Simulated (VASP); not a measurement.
# AlCu3 (P-4m2) in VASP: further runs

AlCu3 is run at these levels: LDA; tasks: single point.

Program: VASP 6.6.1. These are calculated values, not measurements. Logs are shortened: lines on timing, memory, paths and dates and some standing lists are left out, and cuts for length are marked.

## Step 1: The cell of the first run

The structure is tetragonal, space group P-4m2 (No. 115). The conventional cell has a = 3.619 Å, b = 3.619 Å, c = 3.619 Å, α = 90.00°, β = 90.00°, γ = 90.00°. Within 3.3 Å of Al (site symmetry -4m2) lie 12 Cu at 2.50 to 2.61 Å. Cu (site symmetry 2mm) has 4 Al at 2.50 to 2.61 Å and 8 Cu at 2.50 to 2.61 Å within 3.3 Å. Within 3.3 Å of Cu (site symmetry -4m2) lie 8 Cu at 2.50 to 2.61 Å and 4 Al at 2.56 Å.

## Step 2: Single point, LDA (atoms displaced along a vibrational mode, the cell strained)

INCAR

```
SYSTEM = AlCu3
PREC = Accurate ; ENCUT = 520
EDIFF = 1E-6 ; ISMEAR = 0
SIGMA = 0.15 ; LREAL = .FALSE.
LASPH = .TRUE. ; NELM = 80
ALGO = Fast ; ISIF = 2
LWAVE = .FALSE. ; LCHARG = .TRUE.
GGA = CA ; LELF = .TRUE.
LVHAR = .TRUE. ; NBANDS = 26
```

KPOINTS

```
regular mesh
0
G
  12 12 12
  0 0 0
```

POSCAR

```
AlCu3
1.0
    3.6188147484      0.0000000000      0.0000000000
    0.0000000000      3.6188147484      0.0000000000
    0.0000000000      0.0000000000      3.6188147484
Al Cu
1 3
Direct
    0.0000000000      0.0000000000      0.0000000000
    0.5000000000      0.4786014357      0.0000000000
    0.5000000000      0.0000000000      0.5000000000
    0.0000000000      0.5213985643      0.5000000000
```

Potentials or basis: VASP PAW LDA potentials, release 64 (Al, Cu).

Run with:

```bash
cat potpaw_LDA.64/Al/POTCAR potpaw_LDA.64/Cu/POTCAR > POTCAR
mpirun -np 1 vasp_std > vasp.out
```

OUTCAR:

```text
SYSTEM = AlCu3
   PREC = Accurate
   ENCUT = 520
   EDIFF = 1E-6
   ISMEAR = 0
   LREAL = .FALSE.
   LASPH = .TRUE.
   NELM = 80
   ISIF = 2
   GGA = CA

 ion  position               nearest neighbor table
   1  0.000  0.000  0.000-   2 2.50   4 2.50   4 2.50   2 2.50   3 2.56   3 2.56   3 2.56   3 2.56
                             4 2.61   4 2.61   2 2.61   2 2.61
   2  0.500  0.479  0.000-   1 2.50   3 2.50   3 2.50   1 2.50   4 2.56   4 2.56   4 2.56   4 2.56
                             1 2.61   3 2.61   1 2.61   3 2.61
   3  0.500  0.000  0.500-   2 2.50   4 2.50   2 2.50   4 2.50   1 2.56   1 2.56   1 2.56   1 2.56
                             4 2.61   4 2.61   2 2.61   2 2.61
   4  0.000  0.521  0.500-   1 2.50   3 2.50   1 2.50   3 2.50   2 2.56   2 2.56   2 2.56   2 2.56
                             1 2.61   3 2.61   1 2.61   3 2.61

  LATTYP: Found a simple cubic cell.
 ALAT       =     3.6188147484

  Lattice vectors:

 A1 = (   3.6188147484,   0.0000000000,   0.0000000000)
 A2 = (   0.0000000000,   3.6188147484,   0.0000000000)
 A3 = (   0.0000000000,   0.0000000000,   3.6188147484)

Analysis of symmetry for initial positions (statically):
=====================================================================
 Subroutine PRICEL returns:
 Original cell was already a primitive cell.

 Routine SETGRP: Setting up the symmetry group for a
 simple cubic supercell.

 Subroutine GETGRP returns: Found  8 space group operations
 (whereof  8 operations were pure point group operations)
 out of a pool of 48 trial point group operations.

The static configuration has the point symmetry D_2d.

Analysis of symmetry for dynamics (positions and initial velocities):
=====================================================================
 Subroutine PRICEL returns:
 Original cell was already a primitive cell.

 Routine SETGRP: Setting up the symmetry group for a
 simple cubic supercell.

 Subroutine GETGRP returns: Found  8 space group operations
 (whereof  8 operations were pure point group operations)
 out of a pool of 48 trial point group operations.

The dynamic configuration has the point symmetry D_2d.

 Subroutine INISYM returns: Found  8 space group operations
 (whereof  8 operations are pure point group operations),
 and found     1 'primitive' translations

----------------------------------------------------------------------------------------

                                     Primitive cell

  volume of cell :      47.3913

  direct lattice vectors                    reciprocal lattice vectors
     3.618814748  0.000000000  0.000000000     0.276333570  0.000000000  0.000000000
     0.000000000  3.618814748  0.000000000     0.000000000  0.276333570  0.000000000
     0.000000000  0.000000000  3.618814748     0.000000000  0.000000000  0.276333570

  length of vectors
     3.618814748  3.618814748  3.618814748     0.276333570  0.276333570  0.276333570

  position of ions in fractional coordinates (direct lattice)
     0.000000000  0.000000000  0.000000000
     0.500000000  0.478601436  0.000000000
     0.500000000  0.000000000  0.500000000
     0.000000000  0.521398564  0.500000000

  ion indices of the primitive-cell ions
   primitive index   ion index
                 1           1
                 2           2
                 3           3
                 4           4

----------------------------------------------------------------------------------------

 KPOINTS: regular mesh

Automatic generation of k-mesh.
 Grid dimensions read from file:
 generate k-points for:   12   12   12

 Generating k-lattice:

  Cartesian coordinates                     Fractional coordinates (reciprocal lattice)
     0.023027798  0.000000000  0.000000000     0.083333333  0.000000000  0.000000000
     0.000000000  0.023027798  0.000000000     0.000000000  0.083333333  0.000000000
     0.000000000  0.000000000  0.023027798     0.000000000  0.000000000  0.083333333

  Length of vectors
     0.023027798  0.023027798  0.023027798

  Shift w.r.t. Gamma in fractional coordinates (k-lattice)
     0.000000000  0.000000000  0.000000000

 Subroutine IBZKPT returns following result:
 ===========================================

 Found    196 irreducible k-points:

 Following reciprocal coordinates:
            Coordinates               Weight
  0.000000  0.000000  0.000000      1.000000
  0.083333  0.000000  0.000000      4.000000
  0.000000  0.083333  0.000000      2.000000
  0.166667  0.000000  0.000000      4.000000
  0.000000  0.166667  0.000000      2.000000
  0.250000  0.000000  0.000000      4.000000
[... 16 lines left out ...]
  0.000000  0.333333  0.083333      8.000000
  0.083333  0.000000  0.333333      8.000000
 [... further k-points ...]
   k-points           NKPTS =    196   k-points in BZ     NKDIM =    196   number of bands    NBANDS=     26
   number of dos      NEDOS =    301   number of ions     NIONS =      4
   total plane-waves  NPLWV =  21952
   dimension x,y,z NGX =    28 NGY =   28 NGZ =   28
   dimension x,y,z NGXF=    56 NGYF=   56 NGZF=   56
   ions per type =               1   3
   NGX,Y,Z   is equivalent  to a cutoff of  12.86, 12.86, 12.86 a.u.
   NGXF,Y,Z  is equivalent  to a cutoff of  25.73, 25.73, 25.73 a.u.
 SYSTEM =  AlCu3
   PREC   = accura    normal or accurate (medium, high low for compatibility)
   ISTART =      0    job   : 0-new  1-cont  2-samecut
   ICHARG =      2    charge: 1-file 2-atom 10-const
   ISPIN  =      1    spin polarized calculation?
   LNONCOLLINEAR =      F non collinear calculations
   LSORBIT =      F    spin-orbit coupling
   LASPH  =      T    aspherical Exc in radial PAW
   ENCUT  =  520.0 eV  38.22 Ry    6.18 a.u.   6.73  6.73  6.73*2*pi/ulx,y,z
   NELM   =     80;   NELMIN=  2; NELMDL= -5     # of ELM steps
   EDIFF  = 0.1E-05   stopping-criterion for ELM
   LREAL  =      F    real-space projection
   EDIFFG = 0.1E-04   stopping-criterion for IOM
   NSW    =      0    number of steps for IOM
   IBRION =     -1    ionic relax: 0-MD 1-quasi-New 2-CG
   NFREE  =      0    steps in history (QN), initial steepest desc. (CG)
   ISIF   =      2    stress and relaxation
   ISYM   =      2    0-nonsym 1-usesym 2-fastsym
   POTIM  = 0.5000    time-step for ionic-motion
   TEBEG  =    0.0;   TEEND  =   0.0 temperature during run
   PSTRESS=    0.0 pullay stress
   NELECT =      36.0000    total number of electrons
   NUPDOWN=      -1.0000    fix difference up-down
   EMIN   =  10.00;   EMAX   =-10.00  energy-range for DOS
   EFERMI =   0.00;   METHOD = LEGACY
   ISMEAR =     0;   SIGMA  =   0.15  broadening in eV -4-tet -1-fermi 0-gaus
   EFERMI_NEDOS =   21; number of points for ismear=-14 and -15
   IALGO  =     68    algorithm
   IMIX   =      4    mixing-type and parameters
     AMIX     =   0.40;   BMIX     =  1.00
     AMIX_MAG =   1.60;   BMIX_MAG =  1.00
  volume/ion in A,a.u.               =      11.85        79.95
  Fermi-wavevector in a.u.,A,eV,Ry     =   1.493743  2.822766 30.358260  2.231269
  Thomas-Fermi vector in A             =   2.606105
   LORBIT       =      0    0 simple, 1 ext, 2 COOP (PROOUT), +10 PAW based schemes
   GGA     = CA    functional components
   LHFCALC =     F    Hartree Fock is set to
   AEXX    =    0.0000 exact exchange contribution
   IVDW    =     0    specifies the selected vdW correction
   LEPSILON=     F    determine dielectric tensor
   LRPA    =     F    only Hartree local field effects (RPA)
 non-spin polarized calculation
 RMM-DIIS sequential band-by-band and
 Gauss-broadening in eV      SIGMA  =   0.15
  energy-cutoff  :      520.00
  volume of cell :       47.39
 maximum number of plane-waves:      1328
 NGX is ok and might be reduce to    28
   NGX = 13   NGY = 13   NGZ = 13

 number of electron      35.9999953 magnetization

 Free energy of the ion-electron system (eV)
  ---------------------------------------------------
  ext. energy  EPLUGINS =         0.00000000
  ---------------------------------------------------
  free energy    TOTEN  =       -19.06274766 eV

  energy without entropy =      -19.05204373  energy(sigma->0) =      -19.05739570

 E-fermi :   8.6873     XC(G=0): -12.7220

 val. band max:        8.6624968190   @ k =   0.2500   0.5000   0.2500
 cond. band min:       8.6962612776   @ k =   0.2500   0.1667   0.1667
 fundamental gap:      0.0337644586
 Fermi energy:         8.6873157063

 k-point     1 :       0.0000    0.0000    0.0000
  band No.  band energies     occupation
      1      -2.0845      2.00000
      2       3.1567      2.00000
      3       3.7224      2.00000
      4       3.7422      2.00000
      5       3.9911      2.00000
      6       3.9911      2.00000
[... 18 lines left out ...]
     25      19.2861      0.00000
     26      20.6468      0.00000

 k-point     2 :       0.0833    0.0000    0.0000
  band No.  band energies     occupation
      1      -2.0029      2.00000
      2       3.1794      2.00000
      3       3.6936      2.00000
      4       3.7793      2.00000
      5       3.9879      2.00000
      6       4.0060      2.00000
[... 18 lines left out ...]
     25      18.9997      0.00000
     26      20.2056      0.00000

 k-point     3 :       0.0000    0.0833    0.0000
  band No.  band energies     occupation
      1      -2.0030      2.00000
      2       3.1804      2.00000
      3       3.7022      2.00000
      4       3.7725      2.00000
      5       4.0034      2.00000
      6       4.0034      2.00000
[... 572 lines left out ...]
 k-point    23 :       0.0000    0.3333    0.0833
  band No.  band energies     occupation
      1      -0.7363      2.00000
      2       2.4763      2.00000
      3       3.7056      2.00000
      4       4.1191      2.00000
      5       4.1343      2.00000
      6       4.2705      2.00000
[... 18 lines left out ...]
     25      18.0463      0.00000
     26      19.6991      0.00000

 k-point    24 :       0.0833    0.0000    0.3333
  band No.  band energies     occupation
      1      -0.7354      2.00000
      2       2.4722      2.00000
      3       3.6972      2.00000
      4       4.0958      2.00000
      5       4.1149      2.00000
      6       4.2528      2.00000
[... 18 lines left out ...]
     25      18.0525      0.00000
     26      19.6687      0.00000

 [... further k-points ...]

------------------------ aborting loop because EDIFF is reached ----------------------------------------

  FORCE on cell =-STRESS in cart. coord.  units (eV):
  Direction    XX          YY          ZZ          XY          YZ          ZX
  --------------------------------------------------------------------------------------
  -------------------------------------------------------------------------------------
  Total       -0.9650183     -0.9343839     -0.9650183      0.0000000      0.0000000      0.0000000
  in kB      -32.6247411    -31.5890740    -32.6247411      0.0000000      0.0000000      0.0000000
  external PRESSURE =     -32.2795188 kB  Pullay stress =       0.0000000 kB

 VOLUME and BASIS-vectors are now :
 -----------------------------------------------------------------------------
  energy-cutoff  :      520.00
  volume of cell :       47.39
      direct lattice vectors                 reciprocal lattice vectors
     3.618814748  0.000000000  0.000000000     0.276333570  0.000000000  0.000000000
     0.000000000  3.618814748  0.000000000     0.000000000  0.276333570  0.000000000
     0.000000000  0.000000000  3.618814748     0.000000000  0.000000000  0.276333570

 POSITION                                       TOTAL-FORCE (eV/Angst)
 -----------------------------------------------------------------------------------
      0.00000      0.00000      0.00000        -0.000000     -0.000000      0.000000
      1.80941      1.73197      0.00000         0.000000      0.465914     -0.000000
      1.80941      0.00000      1.80941        -0.000000     -0.000000      0.000000
      0.00000      1.88684      1.80941        -0.000000     -0.465914      0.000000
 -----------------------------------------------------------------------------------
    total drift:                                0.000000      0.000000      0.000000

  FREE ENERGIE OF THE ION-ELECTRON SYSTEM (eV)
  ---------------------------------------------------
  free  energy   TOTEN  =       -19.0627476619 eV

  energy  without entropy=      -19.0520437290  energy(sigma->0) =      -19.05739570
```

Wall time 1.7 min (1 thread of Intel Xeon 6975P-C (Granite Rapids), shared host); peak memory 0.29 GiB.

Results:

```yaml
Free_energy: -19.0627 eV
Pressure: -3.2 GPa
Largest_force: 0.466 eV/Å
Band_gap_on_the_k_mesh: zero (bands 18 and 19 overlap by 5.61 eV)
```

Forces on the atoms (eV/Å):
```
Al   0.000  0.000  0.000
Cu   0.000  0.466  0.000
Cu   0.000  0.000  0.000
Cu   0.000 -0.466  0.000
```

Levels at points of the mesh, in eV from the Fermi level:
| k point | band 16 | band 17 | band 18 | band 19 | band 20 | band 21 |
| --- | --- | --- | --- | --- | --- | --- |
| (0.00, 0.00, 0.00) | -2.14 | -0.28 | -0.28 | -0.23 | 4.42 | 4.47 |
| (0.50, 0.00, 0.00) | -2.56 | -2.14 | 3.74 | 3.84 | 3.91 | 3.94 |
| (0.00, 0.50, 0.00) | -2.57 | -2.15 | 3.82 | 3.82 | 3.96 | 3.96 |
| (0.50, 0.50, 0.00) | -2.81 | -2.41 | -1.25 | -1.24 | 6.28 | 6.47 |
| (0.50, 0.00, 0.50) | -2.79 | -2.40 | -1.26 | -1.26 | 6.40 | 6.51 |
| (0.50, 0.50, 0.50) | -2.34 | -2.31 | -2.31 | -1.41 | 1.34 | 1.77 |

Caveat: the cell differs from its parent crystal (atoms displaced along a vibrational mode, the cell strained); the cell stands under tension.

## Step 3: Single point, LDA (atoms displaced along a vibrational mode, the cell strained)

INCAR

```
SYSTEM = AlCu3
PREC = Accurate
ENCUT = 520
EDIFF = 1E-6
ISMEAR = 0
SIGMA = 0.15
LREAL = .False.
LASPH = .True.
NELM = 60
ALGO = Fast
ISIF = 2
LWAVE = .False.
LCHARG = .True.
GGA = CA
LELF = .True.
LVHAR = .True.
NBANDS = 26
```

KPOINTS

```
regular mesh
0
Gamma
  12 12 12
  0 0 0
```

POSCAR

```
AlCu3
1.0
    3.6188147484      0.0000000000      0.0000000000
    0.0000000000      3.6188147484      0.0000000000
    0.0000000000      0.0000000000      3.6188147484
Al Cu
1 3
Direct
    0.0000000000      0.0000000000      0.0000000000
    0.5000000000      0.4893007179      0.0000000000
    0.5000000000      0.0000000000      0.5000000000
    0.0000000000      0.5106992821      0.5000000000
```

Potentials or basis: VASP PAW LDA potentials, release 64 (Al, Cu).

Run with:

```bash
cat potpaw_LDA.64/Al/POTCAR potpaw_LDA.64/Cu/POTCAR > POTCAR
mpirun -np 1 vasp_std > vasp.out
```

Run time: 2 min. Hardware: 1 thread of Intel Xeon 6975P-C (Granite Rapids), shared host; peak memory 0.29 GiB.

Results (log left out):

```
Free energy            : -19.0897 eV
Pressure               : -3.1 GPa
Largest force          : 0.231 eV/Å
Band gap on the k mesh : zero (bands 18 and 19 overlap by 5.61 eV)
```

Forces on the atoms (eV/Å):
```
Al   0.000  0.000  0.000
Cu   0.000  0.231  0.000
Cu   0.000  0.000  0.000
Cu   0.000 -0.231  0.000
```

Levels at points of the mesh, in eV from the Fermi level:
```
           k point  band 15  band 16  band 17  band 18  band 19  band 20  band 21  band 22
(0.00, 0.00, 0.00)    -2.13    -2.13    -0.29    -0.29    -0.27     4.45     4.46     5.16
(0.50, 0.00, 0.00)    -2.97    -2.56    -2.13     3.81     3.84     3.93     3.94     4.88
(0.00, 0.50, 0.00)    -2.94    -2.57    -2.14     3.84     3.84     3.95     3.95     4.86
(0.50, 0.50, 0.00)    -2.94    -2.84    -2.41    -1.25    -1.24     6.37     6.49     6.56
(0.50, 0.00, 0.50)    -2.98    -2.83    -2.41    -1.25    -1.25     6.42     6.50     6.50
(0.50, 0.50, 0.50)    -2.94    -2.31    -2.31    -2.31    -1.44     1.35     1.78     1.78
```

Caveat: the cell differs from its parent crystal (atoms displaced along a vibrational mode, the cell strained); the cell stands under tension.
